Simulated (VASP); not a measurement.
# Os2Au (Fm-3m) in VASP: a series of runs, part 2 of 2

VASP 6.6.1.

## Step 4: Relaxation of cell and atoms, PBE

INCAR

```
SYSTEM = Os2Au
  PREC = Accurate
  ENCUT = 600
  EDIFF = 1E-6
  ISMEAR = 0
  SIGMA = 0.1
  LREAL = .False.
  LASPH = .True.
  NELM = 80
  ALGO = Normal
  ISIF = 3
  LWAVE = .False.
  LCHARG = .False.
  GGA = PE
  IBRION = 2
  NSW = 90
  EDIFFG = -0.04
```

KPOINTS

```
Automatic mesh
0
Gamma
  6 6 6
  0 0 0
```

POSCAR

```
Os2Au
1.0
    0.0000000000      2.8039842594      2.8039842594
    2.8039842594      0.0000000000      2.8039842594
    2.8039842594      2.8039842594      0.0000000000
Os Au
2 1
Direct
    0.2500000000      0.2500000000      0.2500000000
    0.7500000000      0.7500000000      0.7500000000
    0.0000000000      0.0000000000      0.0000000000
```

Potentials or basis: VASP PAW PBE potentials, release 64 (Os, Au).

On the command line:

```
> cat potpaw_PBE.64/Os/POTCAR potpaw_PBE.64/Au/POTCAR > POTCAR
> mpirun -np 1 vasp_std > vasp.out
```

OUTCAR:

```text
SYSTEM = Os2Au
   PREC = Accurate
   ENCUT = 600
   EDIFF = 1E-6
   ISMEAR = 0
   LREAL = .False.
   LASPH = .True.
   NELM = 80
   ISIF = 3
   GGA = PE
   IBRION = 2
   NSW = 90
   EDIFFG = -0.04

 ion  position               nearest neighbor table
   1  0.250  0.250  0.250-   3 2.43   3 2.43   3 2.43   3 2.43   2 2.80   2 2.80   2 2.80   2 2.80
                             2 2.80   2 2.80
   2  0.750  0.750  0.750-   3 2.43   3 2.43   3 2.43   3 2.43   1 2.80   1 2.80   1 2.80   1 2.80
                             1 2.80   1 2.80
   3  0.000  0.000  0.000-   2 2.43   2 2.43   2 2.43   1 2.43   2 2.43   1 2.43   1 2.43   1 2.43

  LATTYP: Found a face centered cubic cell.
 ALAT       =     5.6079685188

[... 175 lines left out ...]

------------------------ aborting loop because EDIFF is reached ----------------------------------------

  FORCE on cell =-STRESS in cart. coord.  units (eV):
  Direction    XX          YY          ZZ          XY          YZ          ZX
  --------------------------------------------------------------------------------------
  -------------------------------------------------------------------------------------
  Total       20.8484329     20.8484329     20.8484329     -0.0000000     -0.0000000      0.0000000
  in kB      757.5778868    757.5778868    757.5778868     -0.0000000     -0.0000000      0.0000000
  external PRESSURE =     757.5778868 kB  Pullay stress =       0.0000000 kB
[... 863 lines left out ...]
--------------------------------------- Ionic step        7  -------------------------------------------

 number of electron      27.0000002 magnetization

 Free energy of the ion-electron system (eV)
  ---------------------------------------------------
  ext. energy  EPLUGINS =         0.00000000
  ---------------------------------------------------
  free energy    TOTEN  =       -20.91617717 eV

  energy without entropy =      -20.89346177  energy(sigma->0) =      -20.90481947

 E-fermi :   6.8634     XC(G=0): -12.3569

 val. band max:        6.8213476408   @ k =  -0.1667   0.1667   0.0000
 cond. band min:       6.9894407621   @ k =   0.5000   0.3333   0.0000
 fundamental gap:      0.1680931213
 Fermi energy:         6.8634272622
[... 348 lines left out ...]
  FREE ENERGIE OF THE ION-ELECTRON SYSTEM (eV)
  ---------------------------------------------------
  free  energy   TOTEN  =       -20.9161771653 eV

  energy  without entropy=      -20.8934617716  energy(sigma->0) =      -20.90481947

 reached required accuracy - stopping structural energy minimisation
```

OSZICAR:

```text
N       E                     dE             d eps       ncg     rms          rms(c)
DAV:   1     0.221010933088E+03    0.22101E+03   -0.14383E+04   544   0.169E+03
DAV:   2    -0.485782317069E+01   -0.22587E+03   -0.22073E+03   558   0.478E+02
DAV:   3    -0.204972503323E+02   -0.15639E+02   -0.14880E+02   792   0.986E+01
[... 82 lines left out ...]
DAV:   4    -0.209161158641E+02    0.23456E-03   -0.18886E-03   586   0.428E-01    0.183E-01
DAV:   5    -0.209161837967E+02   -0.67933E-04   -0.33928E-04   563   0.161E-01    0.199E-02
DAV:   6    -0.209161758029E+02    0.79938E-05   -0.53012E-05   697   0.531E-02    0.135E-02
DAV:   7    -0.209161771370E+02   -0.13341E-05   -0.22434E-06   387   0.120E-02    0.181E-03
DAV:   8    -0.209161771653E+02   -0.28351E-07   -0.46206E-07   273   0.727E-03
   7 F= -.20916177E+02 E0= -.20904819E+02  d E =-.189449E+01
```

Wall time 84 s (1 thread of Intel Xeon Platinum 8259CL at 2.50GHz (Skylake/Cascade Lake), shared host); peak memory 0.2 GiB.

What came out:

| Quantity | Value |
| --- | --- |
| Free energy | -20.9162 eV |
| Relaxed volume | 17.98 Å³/atom |
| Relaxed cell | a = 4.241 Å, b = 4.241 Å, c = 4.241 Å, α = 60.00°, β = 60.00°, γ = 60.00° |
| Space group after relaxing (to 0.05 Å) | Fm-3m (No. 225) |
| Energy gained by relaxing | 631.5 meV/atom |
| Ionic steps | 7 |
| Pressure after relaxing | -0.3 GPa |

The path:
```tsv
step	energy change (eV)	largest force (eV/Å)	pressure (GPa)	volume (Å³)
1	0.0000	0.0000	75.76	44.09
2	6.3080	0.0000	-24.19	104.97
3	0.8899	0.0000	-30.63	74.39
4	-1.4038	0.0000	-19.90	60.83
5	-1.7623	0.0000	15.02	50.89
6	-1.8880	0.0000	-2.88	54.60
7	-1.8945	0.0000	-0.29	53.95
```

Final structure:
```
CELL_PARAMETERS angstrom
0.00000 2.99916 2.99916
2.99916 0.00000 2.99916
2.99916 2.99916 0.00000
ATOMIC_POSITIONS crystal
Os 0.25000 0.25000 0.25000
Os 0.75000 0.75000 0.75000
Au 0.00000 0.00000 0.00000
```

Caveat: the volume moved by over 15 % at a fixed basis, so the end points are rough; spin-orbit coupling is left out, which moves the levels of the heavy elements.

## Step 5: Single point, PBE

This run uses another cell than the first one, of 18.00 Å³/atom, 1.225 times its volume.

INCAR

```
SYSTEM = Os2Au
ALGO = Fast
EDIFF = 1E-6
ENCUT = 520
GGA = PE
ISIF = 2
ISMEAR = 0
LASPH = .True.
LCHARG = .False.
LREAL = .False.
LWAVE = .False.
NBANDS = 20
NELM = 60
PREC = Accurate
SIGMA = 0.1
```

KPOINTS

```
k-points
0
Gamma
  14 14 14
  0 0 0
```

POSCAR

```
Os2Au
1.0
    0.0000000000      2.9998516611      2.9998516611
    2.9998516611      0.0000000000      2.9998516611
    2.9998516611      2.9998516611      0.0000000000
Os Au
2 1
Direct
    0.2500000000      0.2500000000      0.2500000000
    0.7500000000      0.7500000000      0.7500000000
    0.0000000000      0.0000000000      0.0000000000
```

On the command line:

```
> cat potpaw_PBE.64/Os/POTCAR potpaw_PBE.64/Au/POTCAR > POTCAR
> mpirun -np 1 vasp_std > vasp.out
```

It took 81 s on 1 thread of Intel Xeon Platinum 8259CL at 2.50GHz (Skylake/Cascade Lake), shared host; peak memory 0.26 GiB.

It converged, with:

```yaml
Free_energy: -20.9197 eV
Pressure: -0.5 GPa
```

Levels at points of the mesh, in eV from the Fermi level:
| k point | band 11 | band 12 | band 13 | band 14 | band 15 | band 16 | band 17 | band 18 |
| --- | --- | --- | --- | --- | --- | --- | --- | --- |
| (0.00, 0.00, 0.00) | -1.42 | 0.98 | 0.98 | 0.98 | 1.90 | 1.90 | 6.82 | 8.70 |
| (0.50, 0.00, 0.00) | -1.31 | -1.20 | -0.68 | -0.68 | 0.39 | 0.39 | 1.30 | 8.34 |
| (0.50, 0.50, 0.00) | -1.08 | -0.24 | 0.44 | 0.81 | 0.81 | 1.56 | 1.56 | 1.78 |

Caveat: spin-orbit coupling is left out, which moves the levels of the heavy elements.

## Step 6: Summary

```tsv
task	cell	k mesh	cutoff (eV)	gap on the mesh (eV)	pressure (GPa)
single point	a = 3.965 Å, angles 60.0°, 3 atoms	6 × 6 × 6	520	none	75.7
single point	a = 4.242 Å, angles 60.0°, 3 atoms	6 × 6 × 6	520	none	-0.5
relaxation of cell and atoms	relaxed from a = 3.965 Å, angles 60.0°, 3 atoms	6 × 6 × 6	600	none	-0.3
single point	a = 4.242 Å, angles 60.0°, 3 atoms	14 × 14 × 14	520	none	-0.5
```

Alike in all rows: level PBE; potentials or basis VASP PAW PBE potentials, release 64 (Os, Au); no spin polarisation; smearing gaussian 0.1 eV.

Caveats: spin-orbit coupling is left out, which moves the levels of the heavy elements; the volume moved by over 15 % at a fixed basis, so the end points are rough (some runs).

Total energies depend on the potentials used, so only differences within one code and one set of settings carry meaning.
